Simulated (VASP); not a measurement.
Crystal: BiO.

```
Bi O
1.0
     4.08338    0.00000    0.00000
     0.00000    4.08338    0.00000
     0.00000    0.00000    4.78536
Bi O
2 2
Direct
  0.50000 0.00000 0.74404
  0.00000 0.50000 0.25596
  0.00000 0.00000 0.00000
  0.50000 0.50000 0.00000
```

This cell differs from its parent crystal: atoms taken out.

* Program: VASP 6.6.1
* Task: relaxation of cell and atoms
* Functional: PBE
* Potentials or basis: VASP PAW PBE potentials, release 64 (Bi_d, O)
* Cutoff: 600 eV
* k mesh: 12 × 12 × 10
* Occupations: gaussian, width 0.1 eV
* Spin: no spin polarisation

At the start: pressure 0.4 GPa; volume 19.95 Å³/atom.

Q: How do energy, volume and symmetry change on relaxing?

A: Over 6 steps the energy falls by 4.3 meV/atom and the volume is 20.51 Å³/atom (+2.8 %); space group P4/nmm (No. 129, to 0.1 Å) before and after.

Step by step:
```csv
step,energy change (eV),largest force (eV/Å),pressure (GPa),volume (Å³)
1,0.0000,0.2101,0.39,79.79
2,-0.0062,0.1926,0.19,80.36
3,-0.0156,0.1193,-0.39,81.92
4,-0.0161,0.1022,-0.56,82.36
5,-0.0134,0.1880,1.10,81.48
6,-0.0174,0.0012,0.02,82.05
```

Final structure:
```
Bi O
1.0
     4.15198    0.00000    0.00000
     0.00000    4.15198    0.00000
     0.00000    0.00000    4.75940
Bi O
2 2
Direct
  0.50000 0.00000 0.75502
  0.00000 0.50000 0.24498
  0.00000 0.00000 0.00000
  0.50000 0.50000 0.00000
```

Caveat: the cell differs from its parent crystal (atoms taken out).
